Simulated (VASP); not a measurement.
# Ti in VASP: relaxation of the atoms with LDA

Aim: the relaxation of the atoms of Ti with LDA.

Everything below comes from runs of VASP 6.6.1. Logs are shortened: lines on timing, memory, paths and dates and some standing lists are left out, and cuts for length are marked.

### 1 The cell of the first run

The cell holds a slab with vacuum, 4 atoms: a = 2.864 Å, b = 2.864 Å, c = 20.803 Å, α = 90.00°, β = 90.00°, γ = 120.00°.

### 2 Relaxation of the atoms, LDA

INCAR

```
SYSTEM = Ti
PREC = Accurate ; ENCUT = 520
EDIFF = 1E-6 ; ISMEAR = 0
SIGMA = 0.1 ; LREAL = .False.
LASPH = .True. ; NELM = 100
ALGO = Normal ; ISIF = 2
LWAVE = .False. ; LCHARG = .False.
LDIPOL = .True. ; IDIPOL = 3
DIPOL = 0.5 0.5 0.500 ; GGA = CA
IBRION = 2 ; NSW = 70
EDIFFG = -0.03
```

KPOINTS

```
Automatic mesh
0
Gamma
  12 12 1
  0 0 0
```

POSCAR

```
Ti
1.0
    2.8641158382      0.0000000000      0.0000000000
   -1.4320579191      2.4803970752      0.0000000000
    0.0000000000      0.0000000000     20.8030624247
Ti
4
Selective dynamics
Direct
    0.6666666667      0.3333333333      0.3364889196  F F F
    0.3333333333      0.6666666667      0.4454963065  F F F
    0.6666666667      0.3333333333      0.5545036935  T T T
    0.3333333333      0.6666666667      0.6635110804  T T T
```

Potentials or basis: VASP PAW LDA potentials, release 64 (Ti_sv).

Started as:

```console
$ cat potpaw_LDA.64/Ti_sv/POTCAR > POTCAR
$ mpirun -np 1 vasp_std > vasp.out
```

OUTCAR:

```text
SYSTEM = Ti
   PREC = Accurate
   ENCUT = 520
   EDIFF = 1E-6
   ISMEAR = 0
   LREAL = .False.
   LASPH = .True.
   NELM = 100
   ISIF = 2
   GGA = CA
   IBRION = 2
   NSW = 70
   EDIFFG = -0.03

 ion  position               nearest neighbor table
   1  0.667  0.333  0.336-   2 2.81   2 2.81   2 2.81
   2  0.333  0.667  0.445-   1 2.81   1 2.81   1 2.81   3 2.81   3 2.81   3 2.81
   3  0.667  0.333  0.555-   4 2.81   4 2.81   4 2.81   2 2.81   2 2.81   2 2.81
   4  0.333  0.667  0.664-   3 2.81   3 2.81   3 2.81

  LATTYP: Found a hexagonal cell.
 ALAT       =     2.8641158382
 C/A-ratio  =     7.2633453393

  Lattice vectors:

 A1 = (   2.8641158382,   0.0000000000,   0.0000000000)
 A2 = (  -1.4320579191,   2.4803970752,   0.0000000000)
 A3 = (   0.0000000000,   0.0000000000,  20.8030624247)

Analysis of symmetry for initial positions (statically):
=====================================================================
 Subroutine PRICEL returns:
 Original cell was already a primitive cell.

 Routine SETGRP: Setting up the symmetry group for a
 hexagonal supercell.

 Subroutine GETGRP returns: Found 12 space group operations
 (whereof 12 operations were pure point group operations)
 out of a pool of 24 trial point group operations.

The static configuration has the point symmetry D_3d.

Analysis of symmetry for dynamics (positions and initial velocities):
=====================================================================
 Subroutine PRICEL returns:
 Original cell was already a primitive cell.

 Routine SETGRP: Setting up the symmetry group for a
 hexagonal supercell.

 Subroutine GETGRP returns: Found 12 space group operations
 (whereof 12 operations were pure point group operations)
 out of a pool of 24 trial point group operations.

The dynamic configuration has the point symmetry D_3d.

Analysis of constrained symmetry for selective dynamics:
=====================================================================
 Subroutine PRICEL returns:
 Original cell was already a primitive cell.

 Routine SETGRP: Setting up the symmetry group for a
 hexagonal supercell.

 Subroutine GETGRP returns: Found  6 space group operations
 (whereof  6 operations were pure point group operations)
 out of a pool of 24 trial point group operations.

The constrained configuration has the point symmetry C_3v.

 Subroutine INISYM returns: Found  6 space group operations
 (whereof  6 operations are pure point group operations),
 and found     1 'primitive' translations

----------------------------------------------------------------------------------------

                                     Primitive cell

  volume of cell :     147.7880

  direct lattice vectors                    reciprocal lattice vectors
     2.864115838  0.000000000  0.000000000     0.349147889  0.201580628  0.000000000
    -1.432057919  2.480397075  0.000000000     0.000000000  0.403161256  0.000000000
     0.000000000  0.000000000 20.803062425     0.000000000  0.000000000  0.048069846

  length of vectors
     2.864115838  2.864115838 20.803062425     0.403161256  0.403161256  0.048069846

  position of ions in fractional coordinates (direct lattice)
     0.666666667  0.333333333  0.336488920
     0.333333333  0.666666667  0.445496306
     0.666666667  0.333333333  0.554503694
     0.333333333  0.666666667  0.663511080

  ion indices of the primitive-cell ions
   primitive index   ion index
                 1           1
                 2           2
                 3           3
                 4           4

----------------------------------------------------------------------------------------

 KPOINTS: Automatic mesh

Automatic generation of k-mesh.
 Grid dimensions read from file:
 generate k-points for:   12   12    1

 Generating k-lattice:

  Cartesian coordinates                     Fractional coordinates (reciprocal lattice)
     0.029095657  0.016798386  0.000000000     0.083333333 -0.000000000  0.000000000
     0.000000000  0.033596771  0.000000000     0.000000000  0.083333333  0.000000000
     0.000000000  0.000000000  0.048069846     0.000000000  0.000000000  1.000000000

  Length of vectors
     0.033596771  0.033596771  0.048069846

  Shift w.r.t. Gamma in fractional coordinates (k-lattice)
     0.000000000  0.000000000  0.000000000

 Subroutine IBZKPT returns following result:
 ===========================================

 Found     19 irreducible k-points:

 Following reciprocal coordinates:
            Coordinates               Weight
  0.000000  0.000000  0.000000      1.000000
  0.083333  0.000000  0.000000      6.000000
  0.166667  0.000000  0.000000      6.000000
  0.250000  0.000000  0.000000      6.000000
  0.333333  0.000000  0.000000      6.000000
  0.416667  0.000000  0.000000      6.000000
[... 11 lines left out ...]
  0.333333  0.250000  0.000000     12.000000
  0.333333  0.333333  0.000000      2.000000
   k-points           NKPTS =     19   k-points in BZ     NKDIM =     19   number of bands    NBANDS=     28
   number of dos      NEDOS =    301   number of ions     NIONS =      4
   total plane-waves  NPLWV =  92160
   dimension x,y,z NGX =    24 NGY =   24 NGZ =  160
   dimension x,y,z NGXF=    48 NGYF=   48 NGZF=  320
   ions per type =               4
   NGX,Y,Z   is equivalent  to a cutoff of  13.93, 13.93, 12.79 a.u.
   NGXF,Y,Z  is equivalent  to a cutoff of  27.86, 27.86, 25.57 a.u.
 SYSTEM =  Ti
   PREC   = accura    normal or accurate (medium, high low for compatibility)
   ISTART =      0    job   : 0-new  1-cont  2-samecut
   ICHARG =      2    charge: 1-file 2-atom 10-const
   ISPIN  =      1    spin polarized calculation?
   LNONCOLLINEAR =      F non collinear calculations
   LSORBIT =      F    spin-orbit coupling
   LASPH  =      T    aspherical Exc in radial PAW
   ENCUT  =  520.0 eV  38.22 Ry    6.18 a.u.   5.33  5.33 38.68*2*pi/ulx,y,z
   NELM   =    100;   NELMIN=  2; NELMDL= -5     # of ELM steps
   EDIFF  = 0.1E-05   stopping-criterion for ELM
   LREAL  =      F    real-space projection
   EDIFFG = -.3E-01   stopping-criterion for IOM
   NSW    =     70    number of steps for IOM
   IBRION =      2    ionic relax: 0-MD 1-quasi-New 2-CG
   NFREE  =      1    steps in history (QN), initial steepest desc. (CG)
   ISIF   =      2    stress and relaxation
   ISYM   =      2    0-nonsym 1-usesym 2-fastsym
   POTIM  = 0.5000    time-step for ionic-motion
   TEBEG  =    0.0;   TEEND  =   0.0 temperature during run
   PSTRESS=    0.0 pullay stress
   NELECT =      48.0000    total number of electrons
   NUPDOWN=      -1.0000    fix difference up-down
   EMIN   =  10.00;   EMAX   =-10.00  energy-range for DOS
   EFERMI =   0.00;   METHOD = LEGACY
   ISMEAR =     0;   SIGMA  =   0.10  broadening in eV -4-tet -1-fermi 0-gaus
   EFERMI_NEDOS =   21; number of points for ismear=-14 and -15
   IALGO  =     38    algorithm
   IMIX   =      4    mixing-type and parameters
     AMIX     =   0.40;   BMIX     =  1.00
     AMIX_MAG =   1.60;   BMIX_MAG =  1.00
  volume/ion in A,a.u.               =      36.95       249.33
  Fermi-wavevector in a.u.,A,eV,Ry     =   1.125319  2.126544 17.229633  1.266342
  Thomas-Fermi vector in A             =   2.261995
   LORBIT       =      0    0 simple, 1 ext, 2 COOP (PROOUT), +10 PAW based schemes
   GGA     = CA    functional components
   LHFCALC =     F    Hartree Fock is set to
   AEXX    =    0.0000 exact exchange contribution
   IVDW    =     0    specifies the selected vdW correction
   LEPSILON=     F    determine dielectric tensor
   LRPA    =     F    only Hartree local field effects (RPA)
 conjugate gradient relaxation of ions
 non-spin polarized calculation
 Gauss-broadening in eV      SIGMA  =   0.10
  energy-cutoff  :      520.00
  volume of cell :      147.79
 maximum number of plane-waves:      4013
 NGX is ok and might be reduce to    24
   NGX = 11   NGY = 11   NGZ = 77

--------------------------------------- Ionic step        1  -------------------------------------------

 number of electron      48.0000012 magnetization

 Free energy of the ion-electron system (eV)
  ---------------------------------------------------
  ext. energy  EPLUGINS =         0.00000000
  ---------------------------------------------------
  free energy    TOTEN  =       -32.12303849 eV

  energy without entropy =      -32.07896771  energy(sigma->0) =      -32.10100310

------------------------ aborting loop because EDIFF is reached ----------------------------------------

  FORCE on cell =-STRESS in cart. coord.  units (eV):
  Direction    XX          YY          ZZ          XY          YZ          ZX
  --------------------------------------------------------------------------------------
  -------------------------------------------------------------------------------------
  Total       -2.0508907     -2.0508907     -2.0539566      0.0000000      0.0000000      0.0000000
  in kB      -22.2338171    -22.2338171    -22.2670556      0.0000000      0.0000000      0.0000000
  external PRESSURE =     -22.2448966 kB  Pullay stress =       0.0000000 kB
[... 57 lines left out ...]
  FREE ENERGIE OF THE ION-ELECTRON SYSTEM (eV)
  ---------------------------------------------------
  free  energy   TOTEN  =       -32.1573060416 eV

  energy  without entropy=      -32.1145141297  energy(sigma->0) =      -32.13591009

 dipolmoment           0.000000      0.000000      0.072193 electrons x Angstroem

--------------------------------------- Ionic step        3  -------------------------------------------

 number of electron      48.0000009 magnetization

------------------------ aborting loop because EDIFF is reached ----------------------------------------

  FORCE on cell =-STRESS in cart. coord.  units (eV):
  Direction    XX          YY          ZZ          XY          YZ          ZX
  --------------------------------------------------------------------------------------
  -------------------------------------------------------------------------------------
  Total       -1.5397184     -1.5397184     -1.4709338      0.0000000      0.0000000      0.0000000
  in kB      -16.6921711    -16.6921711    -15.9464735      0.0000000      0.0000000      0.0000000
  external PRESSURE =     -16.4436052 kB  Pullay stress =       0.0000000 kB
[... 23 lines left out ...]
  energy  without entropy=      -32.1370437309  energy(sigma->0) =      -32.15736683

--------------------------------------- Ionic step        4  -------------------------------------------

 number of electron      48.0000010 magnetization

 dipolmoment           0.000000      0.000000     -0.003921 electrons x Angstroem

 Free energy of the ion-electron system (eV)
  ---------------------------------------------------
  ext. energy  EPLUGINS =         0.00000000
  ---------------------------------------------------
  free energy    TOTEN  =       -32.17788131 eV

  energy without entropy =      -32.13703714  energy(sigma->0) =      -32.15745923

 E-fermi :   1.3826     XC(G=0):  -6.3338

 val. band max:        1.3790197362   @ k =   0.4167   0.1667   0.0000
 cond. band min:       1.3959778029   @ k =   0.2500   0.0000   0.0000
 fundamental gap:      0.0169580667
 Fermi energy:         1.3825810213

 k-point     1 :       0.0000    0.0000    0.0000
  band No.  band energies     occupation
      1     -54.7816      2.00000
      2     -54.7230      2.00000
      3     -54.5409      2.00000
      4     -54.4313      2.00000
      5     -31.6909      2.00000
      6     -31.5831      2.00000
[... 578 lines left out ...]
     27       1.5295      0.03777
     28       1.6468      0.00019

------------------------ aborting loop because EDIFF is reached ----------------------------------------

 vacuum level on the upper side and lower side of the slab       (xc-potential included)        -0.136        -0.127

  FORCE on cell =-STRESS in cart. coord.  units (eV):
  Direction    XX          YY          ZZ          XY          YZ          ZX
  --------------------------------------------------------------------------------------
  -------------------------------------------------------------------------------------
  Total       -1.5757379     -1.5757379     -1.5286061      0.0000000      0.0000000      0.0000000
  in kB      -17.0826599    -17.0826599    -16.5717014      0.0000000      0.0000000      0.0000000
  external PRESSURE =     -16.9123404 kB  Pullay stress =       0.0000000 kB

 VOLUME and BASIS-vectors are now :
 -----------------------------------------------------------------------------
  energy-cutoff  :      520.00
  volume of cell :      147.79
      direct lattice vectors                 reciprocal lattice vectors
     2.864115838  0.000000000  0.000000000     0.349147889  0.201580628  0.000000000
    -1.432057919  2.480397075  0.000000000     0.000000000  0.403161256  0.000000000
     0.000000000  0.000000000 20.803062425     0.000000000  0.000000000  0.048069846
[... 10 lines left out ...]
  FREE ENERGIE OF THE ION-ELECTRON SYSTEM (eV)
  ---------------------------------------------------
  free  energy   TOTEN  =       -32.1778813087 eV

  energy  without entropy=      -32.1370371442  energy(sigma->0) =      -32.15745923

 reached required accuracy - stopping structural energy minimisation

 vacuum level on the upper side and lower side of the slab         5.995         5.998
```

Run time: 5.6 min. Hardware: 1 thread of Intel Xeon Platinum 8375C at 2.90GHz (Ice Lake), shared host; peak memory 0.25 GiB.

What came out:

| Quantity | Value |
| --- | --- |
| Free energy | -32.1779 eV |
| Energy gained by relaxing | 13.7 meV/atom |
| Ionic steps | 4 |
| Band gap on the k mesh | zero (bands 24 and 25 overlap by 0.94 eV) |

Step by step:
```
step  energy change (eV)  largest force on free atoms (eV/Å)  pressure (GPa)
   1              0.0000                              0.7415           -2.22
   2             -0.0343                              0.4822           -2.05
   3             -0.0547                              0.0602           -1.64
   4             -0.0548                              0.0168           -1.69
```

Final structure:
```cif
data_structure
_symmetry_space_group_name_H-M 'P 1'
_symmetry_Int_Tables_number 1
_cell_length_a 2.8641
_cell_length_b 2.8641
_cell_length_c 20.8031
_cell_angle_alpha 90.000
_cell_angle_beta 90.000
_cell_angle_gamma 120.000
_cell_volume 147.79
loop_
_atom_site_label
_atom_site_type_symbol
_atom_site_fract_x
_atom_site_fract_y
_atom_site_fract_z
_atom_site_occupancy
Ti1 Ti 0.66667 0.33333 0.33649 1
Ti2 Ti 0.33333 0.66667 0.44550 1
Ti3 Ti 0.66667 0.33333 0.55866 1
Ti4 Ti 0.33333 0.66667 0.66045 1
```

Levels at points of the mesh, in eV from the Fermi level:
| k point | band 20 | band 21 | band 22 | band 23 | band 24 | band 25 | band 26 | band 27 | band 28 |
| --- | --- | --- | --- | --- | --- | --- | --- | --- | --- |
| (0.00, 0.00, 0.00) | -2.95 | -0.31 | -0.05 | 0.53 | 0.56 | 0.65 | 0.65 | 0.73 | 0.73 |
| (0.50, 0.00, 0.00) | -2.12 | -1.55 | -1.19 | -0.74 | 0.10 | 0.63 | 0.71 | 1.18 | 1.31 |
